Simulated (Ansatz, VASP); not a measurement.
**One calculation of ZnO, two programs**

```
Zn O
1.0
     3.22085    0.00000    0.00000
    -1.61042    2.78934    0.00000
     0.00000    0.00000    6.98488
Zn O
2 2
Direct
  0.00000 0.00000 0.25000
  0.00000 0.00000 0.75000
  0.66667 0.33333 0.75000
  0.33333 0.66667 0.25000
```

Change from the starting cell: volume scaled by 0.94.

Alike in both runs: task single point; functional PBE; k mesh 9 × 9 × 4; occupations fermi-dirac, width 0.05 eV; no spin polarisation.

|  | VASP | Ansatz |
| --- | --- | --- |
| version | VASP 6.6.1 | Ansatz 0.2.0 |
| potentials or method | VASP PAW PBE potentials, release 64 (Zn, O), cutoff 520 eV | all-electron LAPW, scalar-relativistic |

Ansatz gave:

```
gap on the k mesh at the Fermi level (eV)                     : 0.84
least direct gap on the mesh (eV)                             : 0.84
pressure (GPa)                                                : 5.5
traceless stress, the component that is largest in VASP (GPa) : -5.07
```

Question: What did VASP give for the same quantities?

Answer: gap on the k mesh at the Fermi level (eV): 0.82; least direct gap on the mesh (eV): 0.82; pressure (GPa): 6.5; traceless stress, the component that is largest in VASP (GPa): -6.11.

Ansatz ran all-electron here, and VASP with PAW potentials.
